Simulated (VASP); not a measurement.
# Co (P6_3/mmc) in VASP: further runs, part 2 of 2

VASP 6.6.1. Earlier steps stand in the parts before.

## Step 4: Single point, LDA, collinear spin, ferromagnetic start (9.61 Å³/atom)

This run uses another cell than the first one, of 9.61 Å³/atom.

Input file INCAR:

```
SYSTEM = Co
ALGO = Normal
EDIFF = 1E-6
ENCUT = 520
ISIF = 2
ISMEAR = -1
ISPIN = 2
LASPH = .TRUE.
LCHARG = .FALSE.
LMAXMIX = 4
LORBIT = 11
LREAL = .FALSE.
LWAVE = .FALSE.
MAGMOM = -1.558 -1.558
NBANDS = 20
NELM = 150
PREC = Accurate
SIGMA = 0.05
```

Input file KPOINTS:

```
k-points
0
G
  24 24 13
  0 0 0
```

Input file POSCAR:

```
Co
1.0
    2.3945748578      0.0000000000      0.0000000000
   -1.1972874289      2.0737626581      0.0000000000
    0.0000000000      0.0000000000      3.8700278688
Co
2
Direct
    0.3333333333      0.6666666667      0.2500000000
    0.6666666667      0.3333333333      0.7500000000
```

Potentials or basis: VASP PAW LDA potentials, release 64 (Co).

Launch:

```
$ cat potpaw_LDA.64/Co/POTCAR > POTCAR
$ mpirun -np 1 vasp_std > vasp.out
```

OUTCAR:

```text
SYSTEM = Co
   EDIFF = 1E-6
   ENCUT = 520
   ISIF = 2
   ISMEAR = -1
   ISPIN = 2
   LASPH = .TRUE.
   LORBIT = 11
   LREAL = .FALSE.
   NELM = 150
   PREC = Accurate

 ion  position               nearest neighbor table
   1  0.333  0.667  0.250-   2 2.38   2 2.38   2 2.38   2 2.38   2 2.38   2 2.38
   2  0.667  0.333  0.750-   1 2.38   1 2.38   1 2.38   1 2.38   1 2.38   1 2.38

  LATTYP: Found a hexagonal cell.
 ALAT       =     2.3945748578
 C/A-ratio  =     1.6161649139

  Lattice vectors:

 A1 = (   2.3945748578,   0.0000000000,   0.0000000000)
 A2 = (  -1.1972874289,   2.0737626581,   0.0000000000)
 A3 = (   0.0000000000,   0.0000000000,   3.8700278688)

Analysis of symmetry for initial positions (statically):
=====================================================================
 Subroutine PRICEL returns:
 Original cell was already a primitive cell.

 Routine SETGRP: Setting up the symmetry group for a
 hexagonal supercell.

 Subroutine GETGRP returns: Found 24 space group operations
 (whereof 12 operations were pure point group operations)
 out of a pool of 24 trial point group operations.

The static configuration has the point symmetry D_3d.
 The point group associated with its full space group is D_6h.

Analysis of symmetry for dynamics (positions and initial velocities):
=====================================================================
 Subroutine PRICEL returns:
 Original cell was already a primitive cell.

 Routine SETGRP: Setting up the symmetry group for a
 hexagonal supercell.

 Subroutine GETGRP returns: Found 24 space group operations
 (whereof 12 operations were pure point group operations)
 out of a pool of 24 trial point group operations.

The dynamic configuration has the point symmetry D_3d.
 The point group associated with its full space group is D_6h.

Analysis of structural, dynamic, and magnetic symmetry:
=====================================================================
 Subroutine PRICEL returns:
 Original cell was already a primitive cell.

 Routine SETGRP: Setting up the symmetry group for a
 hexagonal supercell.

[... 144 lines left out ...]

 Free energy of the ion-electron system (eV)
  ---------------------------------------------------
  ext. energy  EPLUGINS =         0.00000000
  ---------------------------------------------------
  free energy    TOTEN  =       -16.23526071 eV

  energy without entropy =      -16.21740916  energy(sigma->0) =      -16.22633494

 E-fermi :  11.7273     XC(G=0): -14.4657

 val. band max:       11.7267421446   @ k =   0.0417   0.0000   0.2308
 cond. band min:      11.7306686627   @ k =   0.1250   0.0000   0.2308
 fundamental gap:      0.0039265181
 Fermi energy:        11.7272779310

 spin component 1

 k-point     1 :       0.0000    0.0000    0.0000
  band No.  band energies     occupation
      1       2.3139      1.00000
      2       6.9247      1.00000
      3      10.4321      1.00000
      4      10.4486      1.00000
      5      10.4486      1.00000
      6      10.8841      1.00000
[... 541 lines left out ...]
     19      37.1364      0.00000
     20      38.7485      0.00000

 [... further k-points ...]

 spin component 2

 k-point     1 :       0.0000    0.0000    0.0000
  band No.  band energies     occupation
      1       2.1255      1.00000
      2       6.0890      1.00000
      3       9.1071      1.00000
      4       9.1335      1.00000
      5       9.1335      1.00000
      6       9.5244      1.00000
[... 541 lines left out ...]
     19      36.6210      0.00000
     20      38.3842      0.00000

 [... further k-points ...]
[... 5 lines left out ...]
  --------------------------------------------------------------------------------------
  -------------------------------------------------------------------------------------
  Total        1.3553509      1.3553509      1.2024407      0.0000000      0.0000000      0.0000000
  in kB      112.9954031    112.9954031    100.2472998      0.0000000      0.0000000      0.0000000
  external PRESSURE =     108.7460353 kB  Pullay stress =       0.0000000 kB

 VOLUME and BASIS-vectors are now :
 -----------------------------------------------------------------------------
  energy-cutoff  :      520.00
  volume of cell :       19.22
      direct lattice vectors                 reciprocal lattice vectors
     2.394574858  0.000000000  0.000000000     0.417610666  0.241107630  0.000000000
    -1.197287429  2.073762658  0.000000000     0.000000000  0.482215260  0.000000000
     0.000000000  0.000000000  3.870027869     0.000000000  0.000000000  0.258396072

 POSITION                                       TOTAL-FORCE (eV/Angst)
 -----------------------------------------------------------------------------------
     -0.00000      1.38251      0.96751        -0.000000      0.000000      0.000000
      1.19729      0.69125      2.90252         0.000000     -0.000000      0.000000
 -----------------------------------------------------------------------------------
    total drift:                                0.000000     -0.000000     -0.000000

  FREE ENERGIE OF THE ION-ELECTRON SYSTEM (eV)
  ---------------------------------------------------
  free  energy   TOTEN  =       -16.2352607102 eV

  energy  without entropy=      -16.2174091641  energy(sigma->0) =      -16.22633494

 total charge

# of ion       s       p       d       tot
------------------------------------------
    1        0.542   0.630   7.373   8.546
    2        0.542   0.630   7.373   8.546
--------------------------------------------------
tot          1.085   1.261  14.746  17.092

 magnetization (x)

# of ion       s       p       d       tot
------------------------------------------
    1        0.013   0.038  -1.477  -1.425
    2        0.013   0.038  -1.477  -1.425
--------------------------------------------------
tot          0.026   0.077  -2.954  -2.851
```

It took 1.9 min on 1 thread of Intel Xeon 6975P-C (Granite Rapids), shared host; peak memory 0.31 GiB.

What came out:

```
Free energy                                           : -16.2353 eV
Pressure                                              : 10.9 GPa
Net moment                                            : -2.87 μB per cell
Site moments                                          : Co -1.43 μB
Valence electrons inside the program's atomic spheres : Co 8.55
```

Stress tensor (GPa, compression positive):
```
11.30  0.00  0.00
 0.00 11.30  0.00
 0.00  0.00 10.02
```

Levels at points of the mesh, in eV from the Fermi level:
Spin up:
| k point | band 3 | band 4 | band 5 | band 6 | band 7 | band 8 | band 9 | band 10 | band 11 | band 12 |
| --- | --- | --- | --- | --- | --- | --- | --- | --- | --- | --- |
| (0.00, 0.00, 0.00) | -1.30 | -1.28 | -1.28 | -0.84 | -0.84 | -0.35 | -0.35 | 0.10 | 1.10 | 1.10 |
| (0.50, 0.00, 0.00) | -3.89 | -1.96 | -1.47 | -1.30 | -0.83 | 1.26 | 1.41 | 1.46 | 2.93 | 5.00 |
Spin down:
| k point | band 8 | band 9 | band 10 | band 11 | band 12 | band 13 |
| --- | --- | --- | --- | --- | --- | --- |
| (0.00, 0.00, 0.00) | -1.77 | -1.77 | -0.41 | -0.41 | -0.08 | 7.65 |
| (0.50, 0.00, 0.00) | -0.26 | -0.13 | -0.07 | 1.83 | 4.11 | 10.77 |

Caveat: the cell stands under pressure.

## Step 5: Single point, LDA, collinear spin, ferromagnetic start (8.81 Å³/atom)

This run uses another cell than the first one, of 8.81 Å³/atom.

Input file INCAR:

```
ALGO = Normal
EDIFF = 1E-7
ENCUT = 520
GGA = CA
ISIF = 2
ISMEAR = -1
ISPIN = 2
LASPH = T
LCHARG = T
LELF = T
LMAXMIX = 4
LORBIT = 11
LREAL = F
LVHAR = T
LWAVE = F
MAGMOM = 1.558 1.558
NBANDS = 20
NELM = 150
PREC = Accurate
SIGMA = 0.05
```

Input file KPOINTS:

```
k-points
0
Gamma
  24 24 13
```

Input file POSCAR:

```
Co
1.0
    2.3261203214      0.0000000000      0.0000000000
   -1.1630601607      2.0144792906      0.0000000000
    0.0000000000      0.0000000000      3.7593941442
Co
2
Direct
    0.3333333333      0.6666666667      0.2500000000
    0.6666666667      0.3333333333      0.7500000000
```

Launch:

```
$ cat potpaw_LDA.64/Co/POTCAR > POTCAR
$ mpirun -np 1 vasp_std > vasp.out
```

Wall time 9.5 min (1 thread of Intel Xeon 8259CL, shared host); peak memory 0.3 GiB.

Results (log left out):

```
Free energy                                           : -15.9906 eV
Pressure                                              : 39.5 GPa
Net moment                                            : 2.09 μB per cell
Site moments                                          : Co +1.03 μB
Valence electrons inside the program's atomic spheres : Co 8.77
```

Stress tensor (GPa, compression positive):
```
39.90  0.00  0.00
 0.00 39.90  0.00
 0.00  0.00 38.66
```

Levels at points of the mesh, in eV from the Fermi level:
Spin up:
```tsv
k point	band 6	band 7	band 8	band 9	band 10	band 11	band 12	band 13	band 14	band 15
(0.00, 0.00, 0.00)	-2.30	-2.30	-1.80	-1.80	-0.25	-0.25	-0.16	8.56	23.65	27.40
(0.50, 0.00, 0.00)	-2.67	-2.20	-0.07	0.08	0.15	2.15	4.64	11.55	12.45	14.94
```
Spin down:
```tsv
k point	band 5	band 6	band 7	band 8	band 9	band 10	band 11	band 12
(0.00, 0.00, 0.00)	-1.80	-1.31	-1.31	-0.76	-0.76	-0.01	0.87	0.87
(0.50, 0.00, 0.00)	-2.01	-1.77	-1.26	1.04	1.23	1.27	2.96	5.29
```

Caveat: the cell stands under pressure.

## Step 6: Single point, LDA, collinear spin, ferromagnetic start (8.81 Å³/atom)

This run uses another cell than the first one, of 8.81 Å³/atom.

Input file INCAR:

```
PREC = Accurate
ENCUT = 520
EDIFF = 1E-6
ISMEAR = -1
SIGMA = 0.05
LREAL = False
LASPH = True
NELM = 150
ALGO = Normal
ISIF = 2
LWAVE = False
LCHARG = False
ISPIN = 2
MAGMOM = -1.558 -1.558
LORBIT = 11
LMAXMIX = 4
GGA = CA
NBANDS = 20
```

Input file KPOINTS:

```
Automatic mesh
0
Gamma
  24 24 13
```

Input file POSCAR:

```
Co
1.0
    2.3261355222      0.0000000000      0.0000000000
   -1.1630677611      2.0144924549      0.0000000000
    0.0000000000      0.0000000000      3.7593556592
Co
2
Direct
    0.3333333333      0.6666666667      0.2500000000
    0.6666666667      0.3333333333      0.7500000000
```

Potentials or basis: VASP PAW LDA potentials, release 64 (Co).

Launch:

```
$ cat potpaw_LDA.64/Co/POTCAR > POTCAR
$ mpirun -np 1 vasp_std > vasp.out
```

Wall time 8.3 min (1 thread of Intel Xeon 8259CL, shared host); peak memory 0.3 GiB.

The run converged. Its results:

- Free energy: -15.9906 eV
- Pressure: 39.5 GPa
- Net moment: -2.09 μB per cell
- Site moments: Co -1.03 μB
- Valence electrons inside the program's atomic spheres: Co 8.77

Stress tensor (GPa, compression positive):
```
39.90  0.00  0.00
 0.00 39.90  0.00
 0.00  0.00 38.67
```

Levels at points of the mesh, in eV from the Fermi level:
Spin up:
```tsv
k point	band 5	band 6	band 7	band 8	band 9	band 10	band 11	band 12
(0.00, 0.00, 0.00)	-1.80	-1.31	-1.31	-0.76	-0.76	-0.01	0.87	0.87
(0.50, 0.00, 0.00)	-2.01	-1.77	-1.26	1.04	1.23	1.27	2.96	5.29
```
Spin down:
```tsv
k point	band 8	band 9	band 10	band 11	band 12	band 13
(0.00, 0.00, 0.00)	-1.80	-1.80	-0.25	-0.25	-0.16	8.56
(0.50, 0.00, 0.00)	-0.07	0.08	0.15	2.15	4.64	11.55
```

Caveat: the cell stands under pressure.

## Step 7: Overview

| spin | cell | k mesh | gap on the mesh (eV) | pressure (GPa) | moment (μB) |
| --- | --- | --- | --- | --- | --- |
| non-collinear, typed start, SOC | a = 2.427, b = 2.427, c = 3.923 Å, angles 90.0, 90.0, 120.0°, 2 atoms | 15 × 15 × 8 | - | -1.1 | 2.97 |
| collinear, ferromagnetic start | a = 2.361, b = 2.361, c = 3.816 Å, angles 90.0, 90.0, 120.0°, 2 atoms | 24 × 24 × 13 | none | 24.2 | 2.62 |
| collinear, ferromagnetic start | a = 2.395, b = 2.395, c = 3.870 Å, angles 90.0, 90.0, 120.0°, 2 atoms | 24 × 24 × 13 | none | 10.9 | 2.87 |
| collinear, ferromagnetic start | a = 2.326, b = 2.326, c = 3.759 Å, angles 90.0, 90.0, 120.0°, 2 atoms | 24 × 24 × 13 | none | 39.5 | 2.09 |

Alike in all rows: task single point; level LDA; potentials or basis VASP PAW LDA potentials, release 64 (Co); cutoff (eV) 520; smearing fermi-dirac 0.05 eV.

Caveats: the cell stands under pressure (at least some runs).

Absolute energies hang on the potentials; compare differences alone.
